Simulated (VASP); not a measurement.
Input of a VASP 6.6.1 run:

The input INCAR:

```
ALGO     = Normal         # electronic algorithm
EDIFF    = 1E-7           # SCF threshold, eV
ENCUT    = 520            # plane-wave cutoff, eV
GGA      = PE             # functional
ISIF     = 2              # what is computed and relaxed
ISMEAR   = -1             # smearing method
LASPH    = T              # aspherical terms in the spheres
LCHARG   = F              # write CHGCAR
LREAL    = F              # projectors in reciprocal space
LWAVE    = F              # write WAVECAR
NBANDS   = 14             # bands
NELM     = 100            # most SCF steps
PREC     = Accurate       # precision mode
SIGMA    = 0.05           # smearing width, eV
```

File KPOINTS:

```
k-points
0
Gamma
  10 10 6
```

File POSCAR:

```
Li
1.0
    3.0886124771      0.0000000000      0.0000000000
   -1.5443062385      2.6748168676      0.0000000000
    0.0000000000      0.0000000000      9.7801752146
Li
4
Direct
    0.0000000000      0.0000000000      0.0000000000
    0.0000000000      0.0000000000      0.5000000000
    0.3333333333      0.6666666667      0.2500000000
    0.6666666667      0.3333333333      0.7500000000
```

Potentials or basis: VASP PAW PBE potentials, release 64 (Li_sv).

Command:

```bash
$ cat potpaw_PBE.64/Li_sv/POTCAR > POTCAR
$ mpirun -np 1 vasp_std > vasp.out
```

**Question.** What does it give for the band gap on the k mesh?

**Answer.** Zero (bands 6 and 7 overlap by 3.86 eV).
